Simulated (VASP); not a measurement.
Li4F, 5 atoms in the cell. The structure is cubic, space group Im-3m (No. 229). Conventional cell: a = 5.277 Å, b = 5.277 Å, c = 5.277 Å, α = 90.00°, β = 90.00°, γ = 90.00°. Li (site symmetry -3m) has 2 F at 2.29 Å and 6 Li at 2.64 Å within 3.0 Å. F (site symmetry m-3m) has 8 Li at 2.29 Å within 3.0 Å. 

```yaml
Program: VASP 6.6.1
Task: single point
Functional: PBE
Potentials_or_basis: VASP PAW PBE potentials, release 64 (Li_sv, F)
Cutoff: 520 eV
k_mesh: 6 × 6 × 6
Occupations: gaussian, width 0.1 eV
Spin: no spin polarisation
Dipole_correction: no
Further_INCAR_settings: ALGO = Normal; EDIFF = 1e-06; NBANDS = 18
```

Potentials or basis: VASP PAW PBE potentials, release 64 (Li_sv, F).

Launch:

```bash
$ cat potpaw_PBE.64/Li_sv/POTCAR potpaw_PBE.64/F/POTCAR > POTCAR
$ mpirun -np 1 vasp_std > vasp.out
```

Hardware: 1 thread of AMD EPYC 9R45 96-Core Processor (Zen 5), with other jobs on the host.

Problem. Estimate the wall time of this run.

Solution. Run time: 12 s on 1 thread of AMD EPYC 9R45 96-Core Processor (Zen 5), on a shared host, peak memory 0.16 GiB. Counts: scf iterations 12, k points 16.
